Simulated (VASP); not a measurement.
A run of VASP 6.6.1 is set up as follows.

INCAR

```
SYSTEM = ZnPtC6N6
ALGO = Normal
EDIFF = 1E-6
ENCUT = 700
GGA = PE
GGA_COMPAT = .False.
ISIF = 2
ISMEAR = -1
LASPH = .True.
LCHARG = .False.
LREAL = .False.
LWAVE = .False.
NBANDS = 55
NELM = 120
PREC = Accurate
SIGMA = 0.05
```

The input KPOINTS:

```
k-points
0
Gamma
  6 6 6
  0 0 0
```

Contents of POSCAR:

```
ZnPtC6N6
1.0
    0.0000000000      5.2593000000      5.2593000000
    5.2593000000      0.0000000000      5.2593000000
    5.2593000000      5.2593000000      0.0000000000
Zn Pt C N
1 1 6 6
Direct
    0.5000000000      0.5000000000      0.5000000000
    0.0000000000      0.0000000000      0.0000000000
    0.1902532872      0.1902532872      0.8097467128
    0.8097467128      0.8097467128      0.1902532872
    0.8097467128      0.1902532872      0.1902532872
    0.1902532872      0.8097467128      0.8097467128
    0.1902532872      0.8097467128      0.1902532872
    0.8097467128      0.1902532872      0.8097467128
    0.3001421816      0.3001421816      0.6998578184
    0.6998578184      0.6998578184      0.3001421816
    0.6998578184      0.3001421816      0.3001421816
    0.3001421816      0.6998578184      0.6998578184
    0.3001421816      0.6998578184      0.3001421816
    0.6998578184      0.3001421816      0.6998578184
```

Potentials or basis: VASP PAW PBE potentials, release 64 (Zn, Pt_sv_GW, C, N).

The run is started by

```sh
$ cat potpaw_PBE.64/Zn/POTCAR potpaw_PBE.64/Pt_sv_GW/POTCAR potpaw_PBE.64/C/POTCAR potpaw_PBE.64/N/POTCAR > POTCAR
$ mpirun -np 1 vasp_std > vasp.out
```

(1) What does it give for the band gap on the k mesh?

(2) Predict the largest force.

(3) Predict the pressure.

Answers

(1) 5.00 eV (least direct gap 5.16 eV).

(2) 0.445 eV/Å.

(3) 2.6 GPa.

Caveat: spin-orbit coupling is left out, which moves the levels of the heavy elements.
